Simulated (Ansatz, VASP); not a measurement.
**One calculation of Mo3Ru, two programs**

File INCAR:

```
PREC = Accurate
ENCUT = 500
EDIFF = 1E-7
ISMEAR = 0
SIGMA = 0.1
LREAL = False
LASPH = True
NELM = 120
ALGO = Normal
ISIF = 3
LWAVE = False
LCHARG = False
GGA = PE
IBRION = 2
NSW = 100
EDIFFG = -0.01
GGA_COMPAT = False
NELMIN = 4
```

The input KPOINTS:

```
regular mesh
0
Gamma
  18 18 6
```

POSCAR

```
Mo3Ru
1.0
    2.7751599755      0.0000000000      0.0000000000
   -1.3875799878      2.4033590384      0.0000000000
    0.0000000000      0.0000000000      9.2506186776
Mo Ru
3 1
Direct
    0.3333333333      0.6666666667      0.5000000000
    0.6666666667      0.3333333333      0.2378785876
    0.6666666667      0.3333333333      0.7621214124
    0.3333333333      0.6666666667      0.0000000000
```

Input for Ansatz:

```yaml
crystal:
  lattice:
    - [2.7751599755, 0.0, 0.0]
    - [-1.3875799878, 2.4033590384, 0.0]
    - [0.0, 0.0, 9.2506186776]
  atoms:
    - { symbol: Mo, position: [0.3333333333, 0.6666666667, 0.5] }
    - { symbol: Mo, position: [0.6666666667, 0.3333333333, 0.2378785876] }
    - { symbol: Mo, position: [0.6666666667, 0.3333333333, 0.7621214124] }
    - { symbol: Ru, position: [0.3333333333, 0.6666666667, 0.0] }
basis:
  ecutwfc: 420
kpoints:
  mp_grid: { grid: [18, 18, 6] }
hamiltonian:
  xc: pbe
scf:
  occupations: { method: gaussian, width: 0.1 }
output:
  forces: true
  stress: true
  eigenvalues: true
relax:
  adjacent_minimum: "off"
  f_tol: 0.01
  max_steps: 80
  cell: { stress_tol: 0.05 }
```

Alike in both runs: task relaxation of cell and atoms; functional PBE; k mesh 18 × 18 × 6; occupations gaussian, width 0.1 eV; no spin polarisation.

|  | VASP | Ansatz |
| --- | --- | --- |
| version | VASP 6.6.1 | Ansatz 0.2.0 |
| potentials or method | VASP PAW PBE potentials, release 64 (Mo_sv, Ru_pv), cutoff 500 eV | scalar-relativistic, plane waves, PAW |
| valence electrons in the cell | 56 | 58 |

```tsv
	VASP	Ansatz	Ansatz less VASP
gap on the k mesh at the Fermi level, each at its own relaxed structure (eV)	none	none	-
relaxed volume (Å³/atom)	15.47	15.45	-0.022
relaxed cell length with the largest relative difference (Å)	2.767	2.765	-0.0017
```

A gap of «none» marks a metal or a gap that the smearing closes. VASP's potentials hold 56 valence electrons a cell and Ansatz's 58, so a difference there can come from the potentials and not from the codes.
